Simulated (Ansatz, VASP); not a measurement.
One calculation of LaSi2C2, two programs

The input POSCAR:

```
LaSi2C2
1.0
    4.1398480000      0.0000000000      0.0000000000
    0.0000000000      4.1398480000      0.0000000000
    0.0000000000      0.0000000000      8.5831060000
C La Si
4 2 4
Direct
    0.1730000000      0.5000000000      0.2500000000
    0.5000000000      0.8270000000      0.7500000000
    0.8270000000      0.5000000000      0.2500000000
    0.5000000000      0.1730000000      0.7500000000
    0.0000000000      0.0000000000      0.0000000000
    0.0000000000      0.0000000000      0.5000000000
    0.5000000000      0.2260000000      0.2500000000
    0.2260000000      0.5000000000      0.7500000000
    0.5000000000      0.7740000000      0.2500000000
    0.7740000000      0.5000000000      0.7500000000
```

Contents of INCAR.step1:

```
PREC = Accurate ; ENCUT = 520
ISMEAR = 1 ; SIGMA = 0.0102
LREAL = False ; LASPH = True
NELM = 150 ; LMAXMIX = 6
LDAU = True ; LDAUTYPE = 2
LDAUL = -1 3 -1 ; LDAUU = 0 4 0
LDAUJ = 0 0 0 ; NBANDS = 38
GGA = PE ; ALGO = Normal
EDIFF = 1E-4 ; LWAVE = True
LCHARG = False
```

The input INCAR.step2:

```
PREC = Accurate ; ENCUT = 520
EDIFF = 1E-6 ; ISMEAR = 1
SIGMA = 0.0102 ; LREAL = False
LASPH = True ; NELM = 150
ALGO = Normal ; ISIF = 2
LWAVE = False ; LCHARG = True
LMAXMIX = 6 ; LDAU = True
LDAUTYPE = 2 ; LDAUL = -1 3 -1
LDAUU = 0 4 0 ; LDAUJ = 0 0 0
LDAUPRINT = 1 ; METAGGA = R2SCAN
LMIXTAU = True ; LELF = True
LVHAR = True ; NBANDS = 38
ISTART = 1
```

File KPOINTS:

```
Automatic mesh
0
Gamma
  4 4 2
```

Input for Ansatz:

```yaml
crystal:
  lattice:
    - [4.139848, 0.0, 0.0]
    - [0.0, 4.139848, 0.0]
    - [0.0, 0.0, 8.583106]
  atoms:
    - { symbol: C, position: [0.173, 0.5, 0.25] }
    - { symbol: C, position: [0.5, 0.827, 0.75] }
    - { symbol: C, position: [0.827, 0.5, 0.25] }
    - { symbol: C, position: [0.5, 0.173, 0.75] }
    - { symbol: La, position: [0.0, 0.0, 0.0] }
    - { symbol: La, position: [0.0, 0.0, 0.5] }
    - { symbol: Si, position: [0.5, 0.226, 0.25] }
    - { symbol: Si, position: [0.226, 0.5, 0.75] }
    - { symbol: Si, position: [0.5, 0.774, 0.25] }
    - { symbol: Si, position: [0.774, 0.5, 0.75] }
  symmetry: { tolerance: 0.0003 }
kpoints:
  mp_grid: { grid: [4, 4, 2], shift: [0, 0, 0] }
magnetization:
  spin_polarized: false
scf:
  occupations: { method: cold, width: 0.0102 }
hamiltonian:
  pseudopotentials: { kind: paw }
  xc: r2scan
  hubbard: { sites: [{ species: La, l: f, u_eff: 4.0 }], double_counting: fll }
basis:
  ecutwfc: 500
output:
  forces: true
  stress: true
  eigenvalues: true
```

Alike in both runs: task single point; functional r2SCAN; k mesh 4 × 4 × 2; no spin polarisation; Hubbard terms La f U = 4.0 eV.

```csv
,VASP,Ansatz
version,VASP 6.6.1,Ansatz 0.2.0
potentials or method,"VASP PAW PBE potentials, release 64 (C, La, Si), cutoff 520 eV",PAW plane waves
occupations,"methfessel-paxton of order 1, width 0.0102 eV","cold, width 0.0102 eV"
valence electrons in the cell,54,54
```

Ansatz gave:

| Property | Result |
| --- | --- |
| gap on the k mesh at the Fermi level (eV) | none |
| pressure (GPa) | 25.7 |
| traceless stress, the component that is largest in VASP (GPa) | -26.13 |
| rms of the force components (eV/Å) | 1.795 |

Estimate VASP's values.

gap on the k mesh at the Fermi level (eV): none; pressure (GPa): 25.4; traceless stress, the component that is largest in VASP (GPa): -26.59; rms of the force components (eV/Å): 1.739.

VASP's potentials were made for PBE, not for r2SCAN. The programs project onto different local orbitals, so the same U acts differently, and such runs can settle in different states. Atom by atom the forces differ by 0.061 eV/Å (rms over components). A gap of «none» marks a metal or a gap that the smearing closes. Ansatz's warnings: filled band counts differ across k points.

The k mesh is coarse, so the values compare programs but aren't converged. Spin-orbit coupling is off throughout.
